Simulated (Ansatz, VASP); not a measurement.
Be in VASP and in Ansatz

INCAR

```
SYSTEM = Be
  PREC = Accurate
  ENCUT = 520
  EDIFF = 1E-6
  ISMEAR = 0
  SIGMA = 0.1
  LREAL = .False.
  LASPH = .True.
  NELM = 60
  ALGO = Fast
  ISIF = 2
  LWAVE = .False.
  LCHARG = .True.
  GGA = PS
  LELF = .True.
  LVHAR = .True.
  NBANDS = 12
```

The input KPOINTS:

```
Automatic mesh
0
Gamma
  12 12 18
  0 0 0
```

File POSCAR:

```
Be
1.0
    3.8794886837      0.0000000000      0.0000000000
    0.0000000000      3.8794886837      0.0000000000
    0.0000000000      0.0000000000      2.2936217248
Be
4
Direct
    0.3087313288      0.3087313288      0.0000000000
    0.6912686712      0.6912686712      0.0000000000
    0.1912686712      0.8087313288      0.5000000000
    0.8087313288      0.1912686712      0.5000000000
```

Input for Ansatz:

```yaml
crystal:
  lattice:
    - [3.8794886837, 0.0, 0.0]
    - [0.0, 3.8794886837, 0.0]
    - [0.0, 0.0, 2.2936217248]
  atoms:
    - { symbol: Be, position: [0.3087313288, 0.3087313288, 0.0] }
    - { symbol: Be, position: [0.6912686712, 0.6912686712, 0.0] }
    - { symbol: Be, position: [0.1912686712, 0.8087313288, 0.5] }
    - { symbol: Be, position: [0.8087313288, 0.1912686712, 0.5] }
basis:
  ecutwfc: 420
kpoints:
  mp_grid: { grid: [12, 12, 18] }
hamiltonian:
  xc: pbesol
scf:
  occupations: { method: gaussian, width: 0.1 }
output:
  forces: true
  stress: true
  eigenvalues: true
```

Alike in both runs: task single point; functional PBEsol; k mesh 12 × 12 × 18; occupations gaussian, width 0.1 eV; no spin polarisation.

|  | VASP | Ansatz |
| --- | --- | --- |
| version | VASP 6.6.1 | Ansatz 0.2.0 |
| potentials or method | VASP PAW PBE potentials, release 64 (Be), cutoff 520 eV | scalar-relativistic, plane waves, PAW |
| valence electrons in the cell | 8 | 8 |

```tsv
	VASP	Ansatz	Ansatz less VASP
gap on the k mesh at the Fermi level (eV)	none	none	-
pressure (GPa)	-7.7	-7.9	-0.29
traceless stress, the component that is largest in VASP (GPa)	0.33	0.34	+0.009
rms of the force components (eV/Å)	0.230	0.228	-0.0027
```

VASP's potentials were made for PBE, not for PBEsol. Atom by atom the forces differ by 0.003 eV/Å (rms over components). A gap of «none» marks a metal or a gap that the smearing closes.
